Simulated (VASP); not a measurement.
# WSe2 in VASP: single point with PBEsol

Aim: the single point of WSe2 with PBEsol.

Everything below comes from runs of VASP 6.6.1. Logs are shortened: lines on timing, memory, paths and dates and some standing lists are left out, and cuts for length are marked.

**1. The cell of the first run**

The cell holds a slab with vacuum, 12 atoms: a = 3.271 Å, b = 3.271 Å, c = 35.779 Å, α = 90.00°, β = 90.00°, γ = 120.00°.

**2. Single point, PBEsol (atoms displaced along a vibrational mode)**

INCAR

```
SYSTEM = WSe2
ALGO = Normal
EDIFF = 1E-6
ENCUT = 500
GGA = PS
GGA_COMPAT = .FALSE.
ISIF = 2
ISMEAR = 0
LASPH = .TRUE.
LCHARG = .FALSE.
LREAL = .FALSE.
LWAVE = .FALSE.
NBANDS = 64
NELM = 120
PREC = Accurate
SIGMA = 0.05
```

KPOINTS

```
k-points
0
G
  9 9 1
  0 0 0
```

POSCAR

```
WSe2
1.0
    3.2708209659      0.0000000000      0.0000000000
   -1.6354104830      2.8326140477      0.0000000000
    0.0000000000      0.0000000000     35.7786998159
W Se
4 8
Direct
    0.7432757402      0.3333333333      0.9075857161
    0.4836619089      0.3333333333      0.2771178916
    0.5163380911      0.6666666667      0.7228854307
    0.2567242598      0.6666666667      0.0924106023
    0.4087335437      0.6666666667      0.9558615806
    0.1498931493      0.6666666667      0.3238548183
    0.8491273914      0.3333333333      0.7696876152
    0.5888953751      0.3333333333      0.1392060225
    0.4111046249      0.6666666667      0.8593112819
    0.1508726086      0.6666666667      0.2303149440
    0.8501068507      0.3333333333      0.6761465949
    0.5912664563      0.3333333333      0.0456179793
```

Potentials or basis: VASP PAW PBE potentials, release 64 (W_sv, Se).

The run is started by

```bash
> cat potpaw_PBE.64/W_sv/POTCAR potpaw_PBE.64/Se/POTCAR > POTCAR
> mpirun -np 1 vasp_std > vasp.out
```

OUTCAR:

```text
SYSTEM = WSe2
   EDIFF = 1E-6
   ENCUT = 500
   GGA = PS
   ISIF = 2
   ISMEAR = 0
   LASPH = .TRUE.
   LREAL = .FALSE.
   NELM = 120
   PREC = Accurate

 ion  position               nearest neighbor table
   1  0.743  0.333  0.908-   5 2.56   9 2.56   9 2.56   5 2.56   9 2.56   5 2.56
   2  0.484  0.333  0.277-   6 2.52   6 2.52  10 2.52   6 2.52  10 2.52  10 2.53
   3  0.516  0.667  0.723-  11 2.52  11 2.52   7 2.52  11 2.52   7 2.52   7 2.53
   4  0.257  0.667  0.092-  12 2.52   8 2.52  12 2.52   8 2.52   8 2.53  12 2.53
   5  0.409  0.667  0.956-   1 2.56   1 2.56   1 2.56
   6  0.150  0.667  0.324-   2 2.52   2 2.52   2 2.52
   7  0.849  0.333  0.770-   3 2.52   3 2.52   3 2.53
   8  0.589  0.333  0.139-   4 2.52   4 2.52   4 2.53
   9  0.411  0.667  0.859-   1 2.56   1 2.56   1 2.56
  10  0.151  0.667  0.230-   2 2.52   2 2.52   2 2.53
  11  0.850  0.333  0.676-   3 2.52   3 2.52   3 2.52
  12  0.591  0.333  0.046-   4 2.52   4 2.52   4 2.53

  LATTYP: Found a hexagonal cell.
 ALAT       =     3.2708209659
 C/A-ratio  =    10.9387521325

  Lattice vectors:

 A1 = (   3.2708209659,   0.0000000000,   0.0000000000)
 A2 = (  -1.6354104830,   2.8326140477,   0.0000000000)
 A3 = (   0.0000000000,   0.0000000000,  35.7786998159)

Analysis of symmetry for initial positions (statically):
=====================================================================
 Subroutine PRICEL returns:
 Original cell was already a primitive cell.

 Routine SETGRP: Setting up the symmetry group for a
 hexagonal supercell.

 Subroutine GETGRP returns: Found  1 space group operations
 (whereof  1 operations were pure point group operations)
 out of a pool of 24 trial point group operations.

The static configuration has the point symmetry C_1 .

Analysis of symmetry for dynamics (positions and initial velocities):
=====================================================================
 Subroutine PRICEL returns:
 Original cell was already a primitive cell.

 Routine SETGRP: Setting up the symmetry group for a
 hexagonal supercell.

 Subroutine GETGRP returns: Found  1 space group operations
 (whereof  1 operations were pure point group operations)
 out of a pool of 24 trial point group operations.

The dynamic configuration has the point symmetry C_1 .

 Subroutine INISYM returns: Found  1 space group operations
 (whereof  1 operations are pure point group operations),
 and found     1 'primitive' translations

----------------------------------------------------------------------------------------

                                     Primitive cell

  volume of cell :     331.4887

  direct lattice vectors                    reciprocal lattice vectors
     3.270820966  0.000000000  0.000000000     0.305733640  0.176515399  0.000000000
    -1.635410483  2.832614048  0.000000000     0.000000000  0.353030799  0.000000000
     0.000000000  0.000000000 35.778699816     0.000000000  0.000000000  0.027949590

  length of vectors
     3.270820966  3.270820966 35.778699816     0.353030799  0.353030799  0.027949590

  position of ions in fractional coordinates (direct lattice)
     0.743275740  0.333333333  0.907585716
     0.483661909  0.333333333  0.277117892
     0.516338091  0.666666667  0.722885431
     0.256724260  0.666666667  0.092410602
     0.408733544  0.666666667  0.955861581
     0.149893149  0.666666667  0.323854818
     0.849127391  0.333333333  0.769687615
     0.588895375  0.333333333  0.139206022
     0.411104625  0.666666667  0.859311282
     0.150872609  0.666666667  0.230314944
     0.850106851  0.333333333  0.676146595
     0.591266456  0.333333333  0.045617979

  ion indices of the primitive-cell ions
   primitive index   ion index
                 1           1
                 2           2
                 3           3
                 4           4
                 5           5
                 6           6
                 7           7
                 8           8
                 9           9
                10          10
                11          11
                12          12

----------------------------------------------------------------------------------------

 KPOINTS: k-points

Automatic generation of k-mesh.
 Grid dimensions read from file:
 generate k-points for:    9    9    1

 Generating k-lattice:

  Cartesian coordinates                     Fractional coordinates (reciprocal lattice)
     0.033970404  0.019612822  0.000000000     0.111111111  0.000000000  0.000000000
     0.000000000  0.039225644  0.000000000     0.000000000  0.111111111  0.000000000
     0.000000000  0.000000000  0.027949590     0.000000000  0.000000000  1.000000000

  Length of vectors
     0.039225644  0.039225644  0.027949590

  Shift w.r.t. Gamma in fractional coordinates (k-lattice)
     0.000000000  0.000000000  0.000000000

 Subroutine IBZKPT returns following result:
 ===========================================

 Found     41 irreducible k-points:

 Following reciprocal coordinates:
            Coordinates               Weight
  0.000000  0.000000  0.000000      1.000000
  0.111111 -0.000000  0.000000      2.000000
  0.000000  0.111111  0.000000      2.000000
 -0.111111  0.111111  0.000000      2.000000
  0.222222 -0.000000  0.000000      2.000000
  0.000000  0.222222  0.000000      2.000000
[... 16 lines left out ...]
  0.333333  0.111111  0.000000      2.000000
 -0.111111  0.444444  0.000000      2.000000
 [... further k-points ...]
   k-points           NKPTS =     41   k-points in BZ     NKDIM =     41   number of bands    NBANDS=     64
   number of dos      NEDOS =    301   number of ions     NIONS =     12
   total plane-waves  NPLWV = 155520
   dimension x,y,z NGX =    24 NGY =   24 NGZ =  270
   dimension x,y,z NGXF=    48 NGYF=   48 NGZF=  540
   ions per type =               4   8
   NGX,Y,Z   is equivalent  to a cutoff of  12.20, 12.20, 12.55 a.u.
   NGXF,Y,Z  is equivalent  to a cutoff of  24.40, 24.40, 25.09 a.u.
 SYSTEM =  WSe2
   PREC   = accura    normal or accurate (medium, high low for compatibility)
   ISTART =      0    job   : 0-new  1-cont  2-samecut
   ICHARG =      2    charge: 1-file 2-atom 10-const
   ISPIN  =      1    spin polarized calculation?
   LNONCOLLINEAR =      F non collinear calculations
   LSORBIT =      F    spin-orbit coupling
   LASPH  =      T    aspherical Exc in radial PAW
   ENCUT  =  500.0 eV  36.75 Ry    6.06 a.u.   5.96  5.96 65.23*2*pi/ulx,y,z
   NELM   =    120;   NELMIN=  2; NELMDL= -5     # of ELM steps
   EDIFF  = 0.1E-05   stopping-criterion for ELM
   LREAL  =      F    real-space projection
   EDIFFG = 0.1E-04   stopping-criterion for IOM
   NSW    =      0    number of steps for IOM
   IBRION =     -1    ionic relax: 0-MD 1-quasi-New 2-CG
   NFREE  =      0    steps in history (QN), initial steepest desc. (CG)
   ISIF   =      2    stress and relaxation
   ISYM   =      2    0-nonsym 1-usesym 2-fastsym
   POTIM  = 0.5000    time-step for ionic-motion
   TEBEG  =    0.0;   TEEND  =   0.0 temperature during run
   PSTRESS=    0.0 pullay stress
   NELECT =     104.0000    total number of electrons
   NUPDOWN=      -1.0000    fix difference up-down
   EMIN   =  10.00;   EMAX   =-10.00  energy-range for DOS
   EFERMI =   0.00;   METHOD = LEGACY
   ISMEAR =     0;   SIGMA  =   0.05  broadening in eV -4-tet -1-fermi 0-gaus
   EFERMI_NEDOS =   21; number of points for ismear=-14 and -15
   IALGO  =     38    algorithm
   IMIX   =      4    mixing-type and parameters
     AMIX     =   0.40;   BMIX     =  1.00
     AMIX_MAG =   1.60;   BMIX_MAG =  1.00
  volume/ion in A,a.u.               =      27.62       186.42
  Fermi-wavevector in a.u.,A,eV,Ry     =   1.112405  2.102141 16.836468  1.237445
  Thomas-Fermi vector in A             =   2.248979
   LORBIT       =      0    0 simple, 1 ext, 2 COOP (PROOUT), +10 PAW based schemes
   GGA     = PS    functional components
   LHFCALC =     F    Hartree Fock is set to
   AEXX    =    0.0000 exact exchange contribution
   IVDW    =     0    specifies the selected vdW correction
   LEPSILON=     F    determine dielectric tensor
   LRPA    =     F    only Hartree local field effects (RPA)
 non-spin polarized calculation
 Gauss-broadening in eV      SIGMA  =   0.05
  energy-cutoff  :      500.00
  volume of cell :      331.49
 maximum number of plane-waves:      8502
   NGX = 11   NGY = 11   NGZ =131

 number of electron     103.9999998 magnetization

 Free energy of the ion-electron system (eV)
  ---------------------------------------------------
  ext. energy  EPLUGINS =         0.00000000
  ---------------------------------------------------
  free energy    TOTEN  =       -92.98971296 eV

  energy without entropy =      -92.98971296  energy(sigma->0) =      -92.98971296

 E-fermi :   3.3270     XC(G=0):  -8.2743

 val. band max:        3.0489161902   @ k =   0.0000   0.0000   0.0000
 cond. band min:       4.2728097441   @ k =   0.2222   0.1111   0.0000
 fundamental gap:      1.2238935539
 Fermi energy:         3.3269508498

 k-point     1 :       0.0000    0.0000    0.0000
  band No.  band energies     occupation
      1     -71.0603      2.00000
      2     -71.0570      2.00000
      3     -71.0569      2.00000
      4     -71.0542      2.00000
      5     -35.3267      2.00000
      6     -35.3229      2.00000
[... 56 lines left out ...]
     63       6.0908      0.00000
     64       6.1383      0.00000

 k-point     2 :       0.1111   -0.0000    0.0000
  band No.  band energies     occupation
      1     -71.0590      2.00000
      2     -71.0557      2.00000
      3     -71.0556      2.00000
      4     -71.0529      2.00000
      5     -35.3210      2.00000
      6     -35.3172      2.00000
[... 1463 lines left out ...]
     63       6.4475      0.00000
     64       6.6220      0.00000

 k-point    24 :      -0.1111    0.4444    0.0000
  band No.  band energies     occupation
      1     -71.0499      2.00000
      2     -71.0466      2.00000
      3     -71.0465      2.00000
      4     -71.0441      2.00000
      5     -35.3904      2.00000
      6     -35.3873      2.00000
[... 56 lines left out ...]
     63       6.4223      0.00000
     64       6.5972      0.00000

 [... further k-points ...]

------------------------ aborting loop because EDIFF is reached ----------------------------------------

  FORCE on cell =-STRESS in cart. coord.  units (eV):
  Direction    XX          YY          ZZ          XY          YZ          ZX
  --------------------------------------------------------------------------------------
  -------------------------------------------------------------------------------------
  Total       -0.5006746     -0.4326943     -1.8652263      0.0095325     -0.0037026      0.9058150
  in kB       -2.4198999     -2.0913322     -9.0151586      0.0460734     -0.0178957      4.3780564
  external PRESSURE =      -4.5087969 kB  Pullay stress =       0.0000000 kB

 VOLUME and BASIS-vectors are now :
 -----------------------------------------------------------------------------
  energy-cutoff  :      500.00
  volume of cell :      331.49
      direct lattice vectors                 reciprocal lattice vectors
     3.270820966  0.000000000  0.000000000     0.305733640  0.176515399  0.000000000
    -1.635410483  2.832614048  0.000000000     0.000000000  0.353030799  0.000000000
     0.000000000  0.000000000 35.778699816     0.000000000  0.000000000  0.027949590

 POSITION                                       TOTAL-FORCE (eV/Angst)
 -----------------------------------------------------------------------------------
      1.88599      0.94420     32.47224        -0.007794      0.008281     -0.001047
      1.03683      0.94420      9.91492         0.020650      0.002492      0.001106
      0.59858      1.88841     25.86390        -0.022342     -0.002751     -0.006437
     -0.25057      1.88841      3.30633         0.009327     -0.007747      0.006788
      0.24662      1.88841     34.19948        -0.008481      0.014158     -0.860085
     -0.60000      1.88841     11.58710         0.009885     -0.000074      0.063179
      2.23221      0.94420     27.53842        -0.011825     -0.007153      0.039242
      1.38103      0.94420      4.98061         0.005679     -0.006355      0.046810
      0.25438      1.88841     30.74504         0.001721      0.007294      0.840885
     -0.59680      1.88841      8.24037         0.008177      0.006156     -0.045273
      2.23541      0.94420     24.19165        -0.009638      0.000065     -0.062360
      1.38879      0.94420      1.63215         0.004641     -0.014366     -0.022807
 -----------------------------------------------------------------------------------
    total drift:                                0.000006      0.000007      0.000087

  FREE ENERGIE OF THE ION-ELECTRON SYSTEM (eV)
  ---------------------------------------------------
  free  energy   TOTEN  =       -92.9897129588 eV

  energy  without entropy=      -92.9897129588  energy(sigma->0) =      -92.98971296
```

Wall time 15 min (1 thread of Intel Xeon Platinum 8488C (Sapphire Rapids), shared host); peak memory 0.79 GiB.

What came out:

```
Free energy            : -92.9897 eV
Largest force          : 0.860 eV/Å
Band gap on the k mesh : 1.22 eV (least direct gap 1.57 eV)
```

Forces in eV/Å, atoms in the order of the input:
```
W   -0.008  0.008 -0.001
W    0.021  0.002  0.001
W   -0.022 -0.003 -0.006
W    0.009 -0.008  0.007
Se  -0.008  0.014 -0.860
Se   0.010  0.000  0.063
Se  -0.012 -0.007  0.039
Se   0.006 -0.006  0.047
Se   0.002  0.007  0.841
Se   0.008  0.006 -0.045
Se  -0.010  0.000 -0.062
Se   0.005 -0.014 -0.023
```

Caveat: the cell differs from its parent crystal (atoms displaced along a vibrational mode); the PAW data sets were made with another functional, which shifts forces and pressure a little; spin-orbit coupling is left out, which moves the levels of the heavy elements.
